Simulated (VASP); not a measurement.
# Mg3CdTe4 (P-43m) in VASP: further runs

Mg3CdTe4 is run at these levels: PBE; tasks: single point.

Everything below comes from runs of VASP 6.6.1. Logs are shortened: lines on timing, memory, paths and dates and some standing lists are left out, and cuts for length are marked.

### Step 1. The cell of the first run

Symmetry: P-43m, No. 215, cubic system. The conventional cell has a = 6.263 Å, b = 6.263 Å, c = 6.263 Å, α = 90.00°, β = 90.00°, γ = 90.00°. Mg (site symmetry -42m) has 4 Te at 2.70 Å within 3.6 Å. Cd (site symmetry -43m) has 4 Te at 2.76 Å within 3.6 Å. Within 3.6 Å of Te (site symmetry 3m) lie 3 Mg at 2.70 Å and 1 Cd at 2.76 Å.

### Step 2. Single point, PBE (30.71 Å³/atom)

Input file INCAR:

```
SYSTEM = Mg3CdTe4
PREC = Accurate
ENCUT = 520
EDIFF = 1E-6
ISMEAR = 0
SIGMA = 0.02
LREAL = .False.
LASPH = .True.
NELM = 60
ALGO = Normal
ISIF = 2
LWAVE = .False.
LCHARG = .False.
GGA = PE
NBANDS = 31
```

Input file KPOINTS:

```
regular mesh
0
Gamma
  4 4 4
  0 0 0
```

Input file POSCAR:

```
Mg3CdTe4
1.0
    6.2633235514      0.0000000000      0.0000000000
    0.0000000000      6.2633235514      0.0000000000
    0.0000000000      0.0000000000      6.2633235514
Mg Cd Te
3 1 4
Direct
    0.0000000000      0.0000000000      0.5000000000
    0.0000000000      0.5000000000      0.0000000000
    0.5000000000      0.0000000000      0.0000000000
    0.5000000000      0.5000000000      0.5000000000
    0.7540967565      0.7540967565      0.7540967565
    0.7540967565      0.2459032435      0.2459032435
    0.2459032435      0.7540967565      0.2459032435
    0.2459032435      0.2459032435      0.7540967565
```

Potentials or basis: VASP PAW PBE potentials, release 64 (Mg, Cd, Te).

Command:

```console
$ cat potpaw_PBE.64/Mg/POTCAR potpaw_PBE.64/Cd/POTCAR potpaw_PBE.64/Te/POTCAR > POTCAR
$ mpirun -np 1 vasp_std > vasp.out
```

OUTCAR:

```text
SYSTEM = Mg3CdTe4
   PREC = Accurate
   ENCUT = 520
   EDIFF = 1E-6
   ISMEAR = 0
   LREAL = .False.
   LASPH = .True.
   NELM = 60
   ISIF = 2
   GGA = PE

 ion  position               nearest neighbor table
   1  0.000  0.000  0.500-   5 2.70   6 2.70   7 2.70   8 2.70
   2  0.000  0.500  0.000-   5 2.70   6 2.70   7 2.70   8 2.70
   3  0.500  0.000  0.000-   5 2.70   6 2.70   7 2.70   8 2.70
   4  0.500  0.500  0.500-   5 2.76   6 2.76   7 2.76   8 2.76
   5  0.754  0.754  0.754-   1 2.70   2 2.70   3 2.70   4 2.76
   6  0.754  0.246  0.246-   1 2.70   2 2.70   3 2.70   4 2.76
   7  0.246  0.754  0.246-   1 2.70   2 2.70   3 2.70   4 2.76
   8  0.246  0.246  0.754-   1 2.70   2 2.70   3 2.70   4 2.76

  LATTYP: Found a simple cubic cell.
 ALAT       =     6.2633235514

  Lattice vectors:

 A1 = (   6.2633235514,   0.0000000000,   0.0000000000)
 A2 = (   0.0000000000,   6.2633235514,   0.0000000000)
 A3 = (   0.0000000000,   0.0000000000,   6.2633235514)

Analysis of symmetry for initial positions (statically):
=====================================================================
 Subroutine PRICEL returns:
 Original cell was already a primitive cell.

 Routine SETGRP: Setting up the symmetry group for a
 simple cubic supercell.

 Subroutine GETGRP returns: Found 24 space group operations
 (whereof 24 operations were pure point group operations)
 out of a pool of 48 trial point group operations.

The static configuration has the point symmetry T_d .

Analysis of symmetry for dynamics (positions and initial velocities):
=====================================================================
 Subroutine PRICEL returns:
 Original cell was already a primitive cell.

 Routine SETGRP: Setting up the symmetry group for a
 simple cubic supercell.

 Subroutine GETGRP returns: Found 24 space group operations
 (whereof 24 operations were pure point group operations)
 out of a pool of 48 trial point group operations.

The dynamic configuration has the point symmetry T_d .

 Subroutine INISYM returns: Found 24 space group operations
 (whereof 24 operations are pure point group operations),
 and found     1 'primitive' translations

----------------------------------------------------------------------------------------

                                     Primitive cell

  volume of cell :     245.7053

  direct lattice vectors                    reciprocal lattice vectors
     6.263323551  0.000000000  0.000000000     0.159659643  0.000000000  0.000000000
     0.000000000  6.263323551  0.000000000     0.000000000  0.159659643  0.000000000
[... 91 lines left out ...]
   TEBEG  =    0.0;   TEEND  =   0.0 temperature during run
   PSTRESS=    0.0 pullay stress
   NELECT =      42.0000    total number of electrons
   NUPDOWN=      -1.0000    fix difference up-down
   EMIN   =  10.00;   EMAX   =-10.00  energy-range for DOS
   EFERMI =   0.00;   METHOD = LEGACY
   ISMEAR =     0;   SIGMA  =   0.02  broadening in eV -4-tet -1-fermi 0-gaus
   EFERMI_NEDOS =   21; number of points for ismear=-14 and -15
   IALGO  =     38    algorithm
   IMIX   =      4    mixing-type and parameters
     AMIX     =   0.40;   BMIX     =  1.00
     AMIX_MAG =   1.60;   BMIX_MAG =  1.00
  volume/ion in A,a.u.               =      30.71       207.26
  Fermi-wavevector in a.u.,A,eV,Ry     =   0.908559  1.716927 11.231327  0.825479
  Thomas-Fermi vector in A             =   2.032499
   LORBIT       =      0    0 simple, 1 ext, 2 COOP (PROOUT), +10 PAW based schemes
   GGA     = PE    functional components
   LHFCALC =     F    Hartree Fock is set to
   AEXX    =    0.0000 exact exchange contribution
   IVDW    =     0    specifies the selected vdW correction
   LEPSILON=     F    determine dielectric tensor
   LRPA    =     F    only Hartree local field effects (RPA)
 non-spin polarized calculation
 Gauss-broadening in eV      SIGMA  =   0.02
  energy-cutoff  :      520.00
  volume of cell :      245.71
 maximum number of plane-waves:      6704
 NGX is ok and might be reduce to    48
   NGX = 23   NGY = 23   NGZ = 23

 number of electron      42.0000017 magnetization

 Free energy of the ion-electron system (eV)
  ---------------------------------------------------
  ext. energy  EPLUGINS =         0.00000000
  ---------------------------------------------------
  free energy    TOTEN  =       -23.46801790 eV

  energy without entropy =      -23.46801790  energy(sigma->0) =      -23.46801790

 E-fermi :   2.8697     XC(G=0):  -8.4138

 val. band max:        2.7341732842   @ k =   0.0000   0.0000   0.0000
 cond. band min:       4.9155800724   @ k =   0.0000   0.0000   0.0000
 fundamental gap:      2.1814067882
 Fermi energy:         2.8696996115

 k-point     1 :       0.0000    0.0000    0.0000
  band No.  band energies     occupation
      1      -8.0761      2.00000
      2      -7.2025      2.00000
      3      -7.2025      2.00000
      4      -7.2025      2.00000
      5      -5.0106      2.00000
      6      -5.0106      2.00000
[... 329 lines left out ...]
     30       8.1187      0.00000
     31       8.1187      0.00000

------------------------ aborting loop because EDIFF is reached ----------------------------------------

  FORCE on cell =-STRESS in cart. coord.  units (eV):
  Direction    XX          YY          ZZ          XY          YZ          ZX
  --------------------------------------------------------------------------------------
  -------------------------------------------------------------------------------------
  Total        8.8939594      8.8939594      8.8939594      0.0000000      0.0000000     -0.0000000
  in kB       57.9950844     57.9950844     57.9950844      0.0000000      0.0000000     -0.0000000
  external PRESSURE =      57.9950844 kB  Pullay stress =       0.0000000 kB

 VOLUME and BASIS-vectors are now :
 -----------------------------------------------------------------------------
  energy-cutoff  :      520.00
  volume of cell :      245.71
      direct lattice vectors                 reciprocal lattice vectors
     6.263323551  0.000000000  0.000000000     0.159659643  0.000000000  0.000000000
     0.000000000  6.263323551  0.000000000     0.000000000  0.159659643  0.000000000
     0.000000000  0.000000000  6.263323551     0.000000000  0.000000000  0.159659643

 POSITION                                       TOTAL-FORCE (eV/Angst)
 -----------------------------------------------------------------------------------
      0.00000      0.00000      3.13166        -0.000000      0.000000     -0.000000
      0.00000      3.13166      0.00000        -0.000000     -0.000000     -0.000000
      3.13166      0.00000      0.00000        -0.000000      0.000000     -0.000000
      3.13166      3.13166      3.13166        -0.000000      0.000000     -0.000000
      4.72315      4.72315      4.72315         0.009929      0.009929      0.009929
      4.72315      1.54017      1.54017         0.009929     -0.009929     -0.009929
      1.54017      4.72315      1.54017        -0.009929      0.009929     -0.009929
      1.54017      1.54017      4.72315        -0.009929     -0.009929      0.009929
 -----------------------------------------------------------------------------------
    total drift:                               -0.000000     -0.000000     -0.000000

  FREE ENERGIE OF THE ION-ELECTRON SYSTEM (eV)
  ---------------------------------------------------
  free  energy   TOTEN  =       -23.4680179015 eV

  energy  without entropy=      -23.4680179015  energy(sigma->0) =      -23.46801790
```

OSZICAR:

```text
N       E                     dE             d eps       ncg     rms          rms(c)
DAV:   1     0.206075057233E+03    0.20608E+03   -0.16152E+04   620   0.110E+03
DAV:   2    -0.961878993650E+01   -0.21569E+03   -0.20741E+03   767   0.211E+02
DAV:   3    -0.240341947765E+02   -0.14415E+02   -0.14355E+02   763   0.537E+01
DAV:   4    -0.242925430093E+02   -0.25835E+00   -0.25830E+00   827   0.732E+00
DAV:   5    -0.242954098676E+02   -0.28669E-02   -0.28668E-02   773   0.877E-01    0.787E+00
DAV:   6    -0.235419936640E+02    0.75342E+00   -0.13336E+00   690   0.805E+00    0.625E+00
DAV:   7    -0.234549291084E+02    0.87065E-01   -0.72038E-01   719   0.343E+00    0.269E+00
DAV:   8    -0.234652232998E+02   -0.10294E-01   -0.46291E-02   669   0.175E+00    0.105E+00
DAV:   9    -0.234675773495E+02   -0.23540E-02   -0.60404E-03   719   0.626E-01    0.247E-01
DAV:  10    -0.234678725181E+02   -0.29517E-03   -0.22099E-03   662   0.360E-01    0.104E-01
DAV:  11    -0.234679703009E+02   -0.97783E-04   -0.27596E-04   741   0.927E-02    0.240E-02
DAV:  12    -0.234680087527E+02   -0.38452E-04   -0.69182E-05   697   0.483E-02    0.138E-02
DAV:  13    -0.234680172834E+02   -0.85308E-05   -0.28311E-05   683   0.330E-02    0.289E-03
DAV:  14    -0.234680179015E+02   -0.61806E-06   -0.11460E-06   607   0.698E-03
   1 F= -.23468018E+02 E0= -.23468018E+02  d E =-.604310E-23
```

stdout:

```text
POSCAR found type information on POSCAR MgCdTe
 POSCAR found :  3 types and       8 ions
 scaLAPACK will be used
 LDA part: xc-table for (Slater+PW92), standard interpolation
 POSCAR, INCAR and KPOINTS ok, starting setup
 FFT: planning ... GRIDC
 FFT: planning ... GRID_SOFT
 FFT: planning ... GRID
 WAVECAR not read
 entering main loop
```

Wall time 41 s (1 thread of Intel Xeon 6975P-C (Granite Rapids), shared host); peak memory 0.35 GiB.

Results:

* Free energy: -23.4680 eV
* Pressure: 5.8 GPa
* Largest force: 0.017 eV/Å
* Band gap on the k mesh: 2.18 eV

Forces on the atoms (eV/Å):
```
Mg   0.000  0.000  0.000
Mg   0.000  0.000  0.000
Mg   0.000  0.000  0.000
Cd   0.000  0.000  0.000
Te   0.010  0.010  0.010
Te   0.010 -0.010 -0.010
Te  -0.010  0.010 -0.010
Te  -0.010 -0.010  0.010
```

Caveat: the cell stands under pressure; spin-orbit coupling is left out, which moves the levels of the heavy elements. A k mesh can miss the band edges.

### Step 3. Single point, PBE (31.76 Å³/atom)

This run uses another cell than the first one, of 31.76 Å³/atom.

Input file INCAR:

```
ALGO = Normal
EDIFF = 1E-6
ENCUT = 520
GGA = PE
ISIF = 2
ISMEAR = 0
LASPH = True
LCHARG = False
LREAL = False
LWAVE = False
NBANDS = 31
NELM = 60
PREC = Accurate
SIGMA = 0.02
```

Input file KPOINTS:

```
k-points
0
Gamma
  4 4 4
```

Input file POSCAR:

```
Mg3CdTe4
1.0
    6.3337038641      0.0000000000      0.0000000000
    0.0000000000      6.3337038641      0.0000000000
    0.0000000000      0.0000000000      6.3337038641
Mg Cd Te
3 1 4
Direct
    0.0000000000      0.0000000000      0.5000000000
    0.0000000000      0.5000000000      0.0000000000
    0.5000000000      0.0000000000      0.0000000000
    0.5000000000      0.5000000000      0.5000000000
    0.7538235496      0.7538235496      0.7538235496
    0.7538235496      0.2461764504      0.2461764504
    0.2461764504      0.7538235496      0.2461764504
    0.2461764504      0.2461764504      0.7538235496
```

Potentials or basis: VASP PAW PBE potentials, release 64 (Mg, Cd, Te).

Command:

```console
$ cat potpaw_PBE.64/Mg/POTCAR potpaw_PBE.64/Cd/POTCAR potpaw_PBE.64/Te/POTCAR > POTCAR
$ mpirun -np 1 vasp_std > vasp.out
```

It took 39 s on 1 thread of Intel Xeon 6975P-C (Granite Rapids), shared host; peak memory 0.37 GiB.

It converged, with:

* Free energy: -23.7223 eV
* Pressure: 4.0 GPa
* Largest force: 0.017 eV/Å
* Band gap on the k mesh: 2.08 eV

Forces in eV/Å, atoms in the order of the input:
```
Mg   0.000  0.000  0.000
Mg   0.000  0.000  0.000
Mg   0.000  0.000  0.000
Cd   0.000  0.000  0.000
Te   0.010  0.010  0.010
Te   0.010 -0.010 -0.010
Te  -0.010  0.010 -0.010
Te  -0.010 -0.010  0.010
```

Levels at points of the mesh, in eV from the valence-band top:
| k point | band 19 | band 20 | band 21 | band 22 | band 23 | band 24 |
| --- | --- | --- | --- | --- | --- | --- |
| (0.00, 0.00, 0.00) | 0.00 | 0.00 | 0.00 | 2.08 | 2.72 | 2.72 |
| (0.50, 0.00, 0.00) | -0.94 | -0.74 | -0.74 | 3.60 | 3.80 | 3.92 |
| (0.50, 0.50, 0.00) | -0.54 | -0.50 | -0.50 | 3.70 | 4.24 | 4.24 |
| (0.50, 0.50, 0.50) | -0.40 | -0.40 | -0.40 | 2.27 | 3.26 | 3.26 |

Caveat: the cell stands under pressure; spin-orbit coupling is left out, which moves the levels of the heavy elements. A k mesh can miss the band edges.

### Step 4. Single point, PBE (32.81 Å³/atom)

This run uses another cell than the first one, of 32.81 Å³/atom.

Input file INCAR:

```
PREC = Accurate
ENCUT = 520
EDIFF = 1E-7
ISMEAR = 0
SIGMA = 0.02
LREAL = False
LASPH = True
NELM = 80
ALGO = Normal
ISIF = 2
LWAVE = False
LCHARG = False
GGA = PE
NBANDS = 31
```

Input file KPOINTS:

```
Automatic mesh
0
Gamma
  4 4 4
```

Input file POSCAR:

```
Mg3CdTe4
1.0
    6.4025538654      0.0000000000      0.0000000000
    0.0000000000      6.4025538654      0.0000000000
    0.0000000000      0.0000000000      6.4025538654
Mg Cd Te
3 1 4
Direct
    0.0000000000      0.0000000000      0.5000000000
    0.0000000000      0.5000000000      0.0000000000
    0.5000000000      0.0000000000      0.0000000000
    0.5000000000      0.5000000000      0.5000000000
    0.7535777648      0.7535777648      0.7535777648
    0.7535777648      0.2464222352      0.2464222352
    0.2464222352      0.7535777648      0.2464222352
    0.2464222352      0.2464222352      0.7535777648
```

Command:

```console
$ cat potpaw_PBE.64/Mg/POTCAR potpaw_PBE.64/Cd/POTCAR potpaw_PBE.64/Te/POTCAR > POTCAR
$ mpirun -np 1 vasp_std > vasp.out
```

Wall time 42 s (1 thread of Intel Xeon 6975P-C (Granite Rapids), shared host); peak memory 0.37 GiB.

It converged, with:

```yaml
Free_energy: -23.8890 eV
Pressure: 2.4 GPa
Largest_force: 0.015 eV/Å
Band_gap_on_the_k_mesh: 1.98 eV
```

Forces on the atoms (eV/Å):
```
Mg   0.000  0.000  0.000
Mg   0.000  0.000  0.000
Mg   0.000  0.000  0.000
Cd   0.000  0.000  0.000
Te   0.009  0.009  0.009
Te   0.009 -0.009 -0.009
Te  -0.009  0.009 -0.009
Te  -0.009 -0.009  0.009
```

Levels at points of the mesh, in eV from the valence-band top:
```csv
k point,band 19,band 20,band 21,band 22,band 23,band 24
"(0.00, 0.00, 0.00)",0.00,0.00,0.00,1.98,2.77,2.77
"(0.50, 0.00, 0.00)",-0.89,-0.71,-0.71,3.55,3.81,3.89
"(0.50, 0.50, 0.00)",-0.52,-0.48,-0.48,3.61,4.20,4.20
"(0.50, 0.50, 0.50)",-0.38,-0.38,-0.38,2.21,3.19,3.19
```

Caveat: spin-orbit coupling is left out, which moves the levels of the heavy elements.

### Step 5. Summary

```csv
cell,gap on the mesh (eV),pressure (GPa),largest force (eV/Å)
"a = 6.263 Å, 8 atoms",2.18,5.8,0.02
"a = 6.334 Å, 8 atoms",2.08,4.0,0.02
"a = 6.403 Å, 8 atoms",1.98,2.4,0.02
```

Alike in all rows: task single point; level PBE; potentials or basis VASP PAW PBE potentials, release 64 (Mg, Cd, Te); no spin polarisation; k mesh 4 × 4 × 4; cutoff (eV) 520; smearing gaussian 0.02 eV.

Caveats: spin-orbit coupling is left out, which moves the levels of the heavy elements; the cell stands under pressure (at least some runs).

Total energies depend on the potentials used, so only differences within one code and one set of settings carry meaning.
